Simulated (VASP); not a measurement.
# SnPb3O4 (P4mm) in VASP: notebook

SnPb3O4 is run at these levels: PBE; tasks: single point.

All numbers are computed with VASP 6.6.1; they aren't measurements. Logs are shortened: lines on timing, memory, paths and dates and some standing lists are left out, and cuts for length are marked.

## (1) The cell of the first run

Symmetry: P4mm, No. 99, tetragonal system. The conventional cell has a = 5.530 Å, b = 5.530 Å, c = 5.143 Å, α = 90.00°, β = 90.00°, γ = 90.00°. Within 3.0 Å of Sn (site symmetry 4mm) lie 4 O at 2.27 Å. Within 3.0 Å of Pb (site symmetry 2mm) lie 4 O at 2.27 Å. Pb (site symmetry 4mm) has 4 O at 2.27 Å within 3.0 Å. O (site symmetry m) has 3 Pb at 2.27 Å and 1 Sn at 2.27 Å and 4 O at 2.77 Å within 3.0 Å.

## (2) Single point, PBE

File INCAR:

```
SYSTEM = SnPb3O4
  PREC = Accurate
  ENCUT = 520
  EDIFF = 1E-6
  ISMEAR = 0
  SIGMA = 0.1
  LREAL = .False.
  LASPH = .True.
  NELM = 100
  ALGO = Normal
  ISIF = 2
  LWAVE = .False.
  LCHARG = .True.
  GGA = PE
  LELF = .True.
  LVHAR = .True.
  NBANDS = 50
```

File KPOINTS:

```
Automatic mesh
0
Gamma
  4 4 4
  0 0 0
```

File POSCAR:

```
SnPb3O4
1.0
    5.5304088600      0.0000000000      0.0000000000
    0.0000000000      5.5304088600      0.0000000000
    0.0000000000      0.0000000000      5.1428700300
Sn Pb O
1 3 4
Direct
    0.0000000000      0.0000000000      0.7740252200
    0.0000000000      0.5000000000      0.2259747800
    0.5000000000      0.0000000000      0.2259747800
    0.5000000000      0.5000000000      0.7740252200
    0.7500000000      0.7500000000      0.0000000000
    0.2500000000      0.2500000000      0.0000000000
    0.7500000000      0.2500000000      0.0000000000
    0.2500000000      0.7500000000      0.0000000000
```

Potentials or basis: VASP PAW PBE potentials, release 64 (Sn_d, Pb_d, O).

Started as:

```
> cat potpaw_PBE.64/Sn_d/POTCAR potpaw_PBE.64/Pb_d/POTCAR potpaw_PBE.64/O/POTCAR > POTCAR
> mpirun -np 1 vasp_std > vasp.out
```

OUTCAR:

```text
SYSTEM = SnPb3O4
   PREC = Accurate
   ENCUT = 520
   EDIFF = 1E-6
   ISMEAR = 0
   LREAL = .False.
   LASPH = .True.
   NELM = 100
   ISIF = 2
   GGA = PE

 ion  position               nearest neighbor table
   1  0.000  0.000  0.774-   5 2.27   6 2.27   7 2.27   8 2.27   2 3.61   3 3.61   2 3.61   3 3.61
                             4 3.91   4 3.91   4 3.91   4 3.91   2 3.95   3 3.95   3 3.95   2 3.95
   2  0.000  0.500  0.226-   5 2.27   6 2.27   7 2.27   8 2.27   1 3.61   4 3.61   1 3.61   4 3.61
                             3 3.91   3 3.91   3 3.91   3 3.91   4 3.95   1 3.95   4 3.95   1 3.95
   3  0.500  0.000  0.226-   5 2.27   6 2.27   7 2.27   8 2.27   1 3.61   4 3.61   4 3.61   1 3.61
                             2 3.91   2 3.91   2 3.91   2 3.91   1 3.95   4 3.95   4 3.95   1 3.95
   4  0.500  0.500  0.774-   5 2.27   6 2.27   7 2.27   8 2.27   2 3.61   3 3.61   3 3.61   2 3.61
                             1 3.91   1 3.91   1 3.91   1 3.91   2 3.95   3 3.95   2 3.95   3 3.95
   5  0.750  0.750  0.000-   1 2.27   2 2.27   3 2.27   4 2.27
   6  0.250  0.250  0.000-   1 2.27   2 2.27   3 2.27   4 2.27
   7  0.750  0.250  0.000-   1 2.27   2 2.27   3 2.27   4 2.27
   8  0.250  0.750  0.000-   1 2.27   2 2.27   3 2.27   4 2.27

  LATTYP: Found a simple tetragonal cell.
 ALAT       =     5.5304088600
 C/A-ratio  =     0.9299258265

  Lattice vectors:

 A1 = (   5.5304088600,   0.0000000000,   0.0000000000)
 A2 = (   0.0000000000,   5.5304088600,   0.0000000000)
 A3 = (   0.0000000000,   0.0000000000,   5.1428700300)

Analysis of symmetry for initial positions (statically):
=====================================================================
 Subroutine PRICEL returns:
 Original cell was already a primitive cell.

 Routine SETGRP: Setting up the symmetry group for a
 simple tetragonal supercell.

 Subroutine GETGRP returns: Found  8 space group operations
 (whereof  8 operations were pure point group operations)
 out of a pool of 16 trial point group operations.

The static configuration has the point symmetry C_4v.

Analysis of symmetry for dynamics (positions and initial velocities):
=====================================================================
 Subroutine PRICEL returns:
 Original cell was already a primitive cell.

 Routine SETGRP: Setting up the symmetry group for a
 simple tetragonal supercell.

 Subroutine GETGRP returns: Found  8 space group operations
 (whereof  8 operations were pure point group operations)
 out of a pool of 16 trial point group operations.

The dynamic configuration has the point symmetry C_4v.

 Subroutine INISYM returns: Found  8 space group operations
 (whereof  8 operations are pure point group operations),
 and found     1 'primitive' translations

----------------------------------------------------------------------------------------

                                     Primitive cell

  volume of cell :     157.2969

  direct lattice vectors                    reciprocal lattice vectors
     5.530408860  0.000000000  0.000000000     0.180818458  0.000000000  0.000000000
     0.000000000  5.530408860  0.000000000     0.000000000  0.180818458  0.000000000
     0.000000000  0.000000000  5.142870030     0.000000000  0.000000000  0.194443957

  length of vectors
     5.530408860  5.530408860  5.142870030     0.180818458  0.180818458  0.194443957

  position of ions in fractional coordinates (direct lattice)
     0.000000000  0.000000000  0.774025220
     0.000000000  0.500000000  0.225974780
     0.500000000  0.000000000  0.225974780
     0.500000000  0.500000000  0.774025220
     0.750000000  0.750000000  0.000000000
     0.250000000  0.250000000  0.000000000
     0.750000000  0.250000000  0.000000000
     0.250000000  0.750000000  0.000000000

  ion indices of the primitive-cell ions
   primitive index   ion index
                 1           1
                 2           2
                 3           3
                 4           4
                 5           5
                 6           6
                 7           7
                 8           8

----------------------------------------------------------------------------------------

 KPOINTS: Automatic mesh

Automatic generation of k-mesh.
 Grid dimensions read from file:
 generate k-points for:    4    4    4

 Generating k-lattice:

  Cartesian coordinates                     Fractional coordinates (reciprocal lattice)
     0.045204614  0.000000000  0.000000000     0.250000000  0.000000000  0.000000000
     0.000000000  0.045204614  0.000000000     0.000000000  0.250000000  0.000000000
     0.000000000  0.000000000  0.048610989     0.000000000  0.000000000  0.250000000

  Length of vectors
     0.045204614  0.045204614  0.048610989

  Shift w.r.t. Gamma in fractional coordinates (k-lattice)
     0.000000000  0.000000000  0.000000000

 Subroutine IBZKPT returns following result:
 ===========================================

 Found     18 irreducible k-points:

 Following reciprocal coordinates:
            Coordinates               Weight
  0.000000  0.000000  0.000000      1.000000
  0.250000  0.000000  0.000000      4.000000
  0.500000  0.000000  0.000000      2.000000
  0.250000  0.250000  0.000000      4.000000
  0.500000  0.250000  0.000000      4.000000
  0.500000  0.500000  0.000000      1.000000
[... 10 lines left out ...]
  0.500000  0.250000  0.500000      4.000000
  0.500000  0.500000  0.500000      1.000000
   k-points           NKPTS =     18   k-points in BZ     NKDIM =     18   number of bands    NBANDS=     50
   number of dos      NEDOS =    301   number of ions     NIONS =      8
   total plane-waves  NPLWV =  70560
   dimension x,y,z NGX =    42 NGY =   42 NGZ =   40
   dimension x,y,z NGXF=    84 NGYF=   84 NGZF=   80
   ions per type =               1   3   4
   NGX,Y,Z   is equivalent  to a cutoff of  12.63, 12.63, 12.93 a.u.
   NGXF,Y,Z  is equivalent  to a cutoff of  25.25, 25.25, 25.86 a.u.
 SYSTEM =  SnPb3O4
   PREC   = accura    normal or accurate (medium, high low for compatibility)
   ISTART =      0    job   : 0-new  1-cont  2-samecut
   ICHARG =      2    charge: 1-file 2-atom 10-const
   ISPIN  =      1    spin polarized calculation?
   LNONCOLLINEAR =      F non collinear calculations
   LSORBIT =      F    spin-orbit coupling
   LASPH  =      T    aspherical Exc in radial PAW
   ENCUT  =  520.0 eV  38.22 Ry    6.18 a.u.  10.28 10.28  9.56*2*pi/ulx,y,z
   NELM   =    100;   NELMIN=  2; NELMDL= -5     # of ELM steps
   EDIFF  = 0.1E-05   stopping-criterion for ELM
   LREAL  =      F    real-space projection
   EDIFFG = 0.1E-04   stopping-criterion for IOM
   NSW    =      0    number of steps for IOM
   IBRION =     -1    ionic relax: 0-MD 1-quasi-New 2-CG
   NFREE  =      0    steps in history (QN), initial steepest desc. (CG)
   ISIF   =      2    stress and relaxation
   ISYM   =      2    0-nonsym 1-usesym 2-fastsym
   POTIM  = 0.5000    time-step for ionic-motion
   TEBEG  =    0.0;   TEEND  =   0.0 temperature during run
   PSTRESS=    0.0 pullay stress
   NELECT =      80.0000    total number of electrons
   NUPDOWN=      -1.0000    fix difference up-down
   EMIN   =  10.00;   EMAX   =-10.00  energy-range for DOS
   EFERMI =   0.00;   METHOD = LEGACY
   ISMEAR =     0;   SIGMA  =   0.10  broadening in eV -4-tet -1-fermi 0-gaus
   EFERMI_NEDOS =   21; number of points for ismear=-14 and -15
   IALGO  =     38    algorithm
   IMIX   =      4    mixing-type and parameters
     AMIX     =   0.40;   BMIX     =  1.00
     AMIX_MAG =   1.60;   BMIX_MAG =  1.00
  volume/ion in A,a.u.               =      19.66       132.69
  Fermi-wavevector in a.u.,A,eV,Ry     =   1.306767  2.469432 23.233852  1.707640
  Thomas-Fermi vector in A             =   2.437547
   LORBIT       =      0    0 simple, 1 ext, 2 COOP (PROOUT), +10 PAW based schemes
   GGA     = PE    functional components
   LHFCALC =     F    Hartree Fock is set to
   AEXX    =    0.0000 exact exchange contribution
   IVDW    =     0    specifies the selected vdW correction
   LEPSILON=     F    determine dielectric tensor
   LRPA    =     F    only Hartree local field effects (RPA)
 non-spin polarized calculation
 Gauss-broadening in eV      SIGMA  =   0.10
  energy-cutoff  :      520.00
  volume of cell :      157.30
 maximum number of plane-waves:      4261
 NGX is ok and might be reduce to    42
   NGX = 21   NGY = 21   NGZ = 19

 number of electron      79.9999989 magnetization

 Free energy of the ion-electron system (eV)
  ---------------------------------------------------
  ext. energy  EPLUGINS =         0.00000000
  ---------------------------------------------------
  free energy    TOTEN  =       -43.29204955 eV

  energy without entropy =      -43.29204955  energy(sigma->0) =      -43.29204955

 E-fermi :   5.9828     XC(G=0):  -9.7857

 val. band max:        5.4688288093   @ k =   0.0000   0.0000   0.0000
 cond. band min:       6.6596930053   @ k =   0.0000   0.0000   0.0000
 fundamental gap:      1.1908641960
 Fermi energy:         5.9828073490

 k-point     1 :       0.0000    0.0000    0.0000
  band No.  band energies     occupation
      1     -15.5352      2.00000
      2     -15.4887      2.00000
      3     -15.4887      2.00000
      4     -15.4319      2.00000
      5     -15.3857      2.00000
      6     -13.5970      2.00000
[... 42 lines left out ...]
     49      11.7487      0.00000
     50      11.7487      0.00000

 k-point     2 :       0.2500    0.0000    0.0000
  band No.  band energies     occupation
      1     -15.5369      2.00000
      2     -15.4922      2.00000
      3     -15.4870      2.00000
      4     -15.4315      2.00000
      5     -15.3851      2.00000
      6     -13.5018      2.00000
[... 42 lines left out ...]
     49      11.1263      0.00000
     50      11.9577      0.00000

 k-point     3 :       0.5000    0.0000    0.0000
  band No.  band energies     occupation
      1     -15.5384      2.00000
      2     -15.4955      2.00000
      3     -15.4854      2.00000
      4     -15.4312      2.00000
      5     -15.3845      2.00000
      6     -13.3434      2.00000
[... 42 lines left out ...]
     49      11.9791      0.00000
     50      12.1353      0.00000

 k-point     4 :       0.2500    0.2500    0.0000
  band No.  band energies     occupation
      1     -15.5401      2.00000
      2     -15.4903      2.00000
      3     -15.4894      2.00000
      4     -15.4312      2.00000
      5     -15.3847      2.00000
      6     -13.4166      2.00000
[... 681 lines left out ...]
 k-point    17 :       0.5000    0.2500    0.5000
  band No.  band energies     occupation
      1     -15.5428      2.00000
      2     -15.4953      2.00000
      3     -15.4894      2.00000
      4     -15.4310      2.00000
      5     -15.3832      2.00000
      6     -13.2783      2.00000
[... 42 lines left out ...]
     49      12.0600      0.00000
     50      12.0997      0.00000

 k-point    18 :       0.5000    0.5000    0.5000
  band No.  band energies     occupation
      1     -15.5471      2.00000
      2     -15.4930      2.00000
      3     -15.4930      2.00000
      4     -15.4308      2.00000
      5     -15.3830      2.00000
      6     -13.1782      2.00000
[... 42 lines left out ...]
     49      12.3242      0.00000
     50      12.5816      0.00000

------------------------ aborting loop because EDIFF is reached ----------------------------------------

  FORCE on cell =-STRESS in cart. coord.  units (eV):
  Direction    XX          YY          ZZ          XY          YZ          ZX
  --------------------------------------------------------------------------------------
  -------------------------------------------------------------------------------------
  Total        6.7258188      6.7258188      5.4315920      0.0000000      0.0000000      0.0000000
  in kB       68.5071213     68.5071213     55.3245249      0.0000000      0.0000000      0.0000000
  external PRESSURE =      64.1129225 kB  Pullay stress =       0.0000000 kB

 VOLUME and BASIS-vectors are now :
 -----------------------------------------------------------------------------
  energy-cutoff  :      520.00
  volume of cell :      157.30
      direct lattice vectors                 reciprocal lattice vectors
     5.530408860  0.000000000  0.000000000     0.180818458  0.000000000  0.000000000
     0.000000000  5.530408860  0.000000000     0.000000000  0.180818458  0.000000000
     0.000000000  0.000000000  5.142870030     0.000000000  0.000000000  0.194443957

 POSITION                                       TOTAL-FORCE (eV/Angst)
 -----------------------------------------------------------------------------------
      0.00000      0.00000      3.98071         0.000000     -0.000000      0.640077
      0.00000      2.76520      1.16216         0.000000     -0.000000      1.458862
      2.76520      0.00000      1.16216         0.000000     -0.000000      1.458862
      2.76520      2.76520      3.98071         0.000000     -0.000000     -1.506451
      4.14781      4.14781      0.00000         0.527055      0.527055     -0.512837
      1.38260      1.38260      0.00000        -0.527055     -0.527055     -0.512837
      4.14781      1.38260      0.00000         0.527055     -0.527055     -0.512837
      1.38260      4.14781      0.00000        -0.527055      0.527055     -0.512837
 -----------------------------------------------------------------------------------
    total drift:                                0.000000      0.000000     -0.000016

  FREE ENERGIE OF THE ION-ELECTRON SYSTEM (eV)
  ---------------------------------------------------
  free  energy   TOTEN  =       -43.2920495535 eV

  energy  without entropy=      -43.2920495535  energy(sigma->0) =      -43.29204955
```

Run time: 2.1 min. Hardware: 1 thread of Intel Xeon Platinum 8375C at 2.90GHz (Ice Lake), shared host; peak memory 0.32 GiB.

Results:

| Property | Result |
| --- | --- |
| Free energy | -43.2920 eV |
| Pressure | 6.4 GPa |
| Largest force | 1.506 eV/Å |
| Band gap on the k mesh | 1.19 eV |

Forces on the atoms (eV/Å):
```
Sn   0.000  0.000  0.640
Pb   0.000  0.000  1.459
Pb   0.000  0.000  1.459
Pb   0.000  0.000 -1.506
O    0.527  0.527 -0.513
O   -0.527 -0.527 -0.513
O    0.527 -0.527 -0.513
O   -0.527  0.527 -0.513
```

Stress tensor (GPa, compression positive):
```
6.85 0.00 0.00
0.00 6.85 0.00
0.00 0.00 5.53
```

Levels at points of the mesh, in eV from the valence-band top:
| k point | band 36 | band 37 | band 38 | band 39 | band 40 | band 41 | band 42 | band 43 | band 44 | band 45 |
| --- | --- | --- | --- | --- | --- | --- | --- | --- | --- | --- |
| (0.00, 0.00, 0.00) | -1.86 | -1.64 | -1.52 | -1.45 | 0.00 | 1.19 | 1.19 | 2.18 | 4.78 | 5.06 |
| (0.50, 0.00, 0.00) | -3.12 | -1.76 | -1.71 | -0.64 | -0.41 | 2.96 | 3.13 | 3.14 | 3.49 | 4.62 |
| (0.50, 0.50, 0.00) | -3.50 | -1.94 | -1.92 | -1.92 | -1.76 | 3.12 | 3.12 | 3.18 | 3.59 | 6.01 |
| (0.00, 0.00, 0.50) | -2.17 | -2.07 | -1.53 | -1.45 | -1.31 | 1.87 | 3.29 | 3.29 | 4.02 | 4.02 |
| (0.50, 0.00, 0.50) | -1.76 | -1.70 | -1.69 | -1.35 | -1.24 | 2.25 | 2.40 | 3.54 | 3.61 | 3.76 |
| (0.50, 0.50, 0.50) | -3.48 | -1.29 | -1.27 | -1.27 | -1.05 | 2.77 | 2.77 | 2.83 | 3.07 | 6.17 |

Caveat: the cell stands under pressure; spin-orbit coupling is left out, which moves the levels of the heavy elements; forces of over 1 eV/Å act on the atoms, so gaps and moduli don't describe the material at rest.

## (3) Single point, PBE

This run uses another cell than the first one, of 21.52 Å³/atom.

File INCAR:

```
PREC = Accurate
ENCUT = 520
EDIFF = 1E-6
ISMEAR = 0
SIGMA = 0.1
LREAL = False
LASPH = True
NELM = 80
ALGO = Normal
ISIF = 2
LWAVE = False
LCHARG = False
GGA = PE
NBANDS = 50
```

File KPOINTS:

```
regular mesh
0
Gamma
  4 4 4
```

File POSCAR:

```
SnPb3O4
1.0
    5.6614518487      0.0000000000      0.0000000000
    0.0000000000      5.6614518487      0.0000000000
    0.0000000000      0.0000000000      5.3719522660
Sn Pb O
1 3 4
Direct
    0.0000000000      0.0000000000      0.7985340538
    0.0000000000      0.5000000000      0.2255384354
    0.5000000000      0.0000000000      0.2255384354
    0.5000000000      0.5000000000      0.7720306486
    0.7546674876      0.7546674876     -0.0054103933
    0.2453325124      0.2453325124     -0.0054103933
    0.7546674876      0.2453325124     -0.0054103933
    0.2453325124      0.7546674876     -0.0054103933
```

Potentials or basis: VASP PAW PBE potentials, release 64 (Sn_d, Pb_d, O).

Started as:

```
> cat potpaw_PBE.64/Sn_d/POTCAR potpaw_PBE.64/Pb_d/POTCAR potpaw_PBE.64/O/POTCAR > POTCAR
> mpirun -np 1 vasp_std > vasp.out
```

Wall time 1.9 min (1 thread of Intel Xeon Platinum 8375C at 2.90GHz (Ice Lake), shared host); peak memory 0.33 GiB.

The run converged. Its results:

```
Free energy            : -43.7036 eV
Pressure               : 0.2 GPa
Largest force          : 0.099 eV/Å
Band gap on the k mesh : 1.26 eV
```

Forces in eV/Å, atoms in the order of the input:
```
Sn   0.000  0.000 -0.099
Pb   0.000  0.000  0.040
Pb   0.000  0.000  0.040
Pb   0.000  0.000 -0.052
O    0.002  0.002  0.018
O   -0.002 -0.002  0.018
O    0.002 -0.002  0.018
O   -0.002  0.002  0.018
```

Stress tensor (GPa, compression positive):
```
0.12 0.00 0.00
0.00 0.12 0.00
0.00 0.00 0.31
```

Levels at points of the mesh, in eV from the valence-band top:
```
           k point  band 36  band 37  band 38  band 39  band 40  band 41  band 42  band 43  band 44  band 45
(0.00, 0.00, 0.00)    -1.96    -1.67    -1.43    -1.27     0.00     1.26     1.26     1.79     4.38     4.78
(0.50, 0.00, 0.00)    -2.87    -1.58    -1.57    -0.96    -0.29     2.85     2.88     3.09     3.18     4.26
(0.50, 0.50, 0.00)    -3.03    -1.88    -1.88    -1.88    -1.28     2.57     2.94     2.94     3.40     5.32
(0.00, 0.00, 0.50)    -1.98    -1.98    -1.43    -1.27    -1.02     1.67     3.19     3.19     3.88     3.88
(0.50, 0.00, 0.50)    -1.88    -1.58    -1.57    -1.46    -0.78     2.17     2.29     3.21     3.42     3.70
(0.50, 0.50, 0.50)    -3.01    -1.41    -1.41    -1.38    -0.57     2.30     2.66     2.66     2.83     5.90
```

Caveat: spin-orbit coupling is left out, which moves the levels of the heavy elements.

(Part 1 of 2 ends here.)
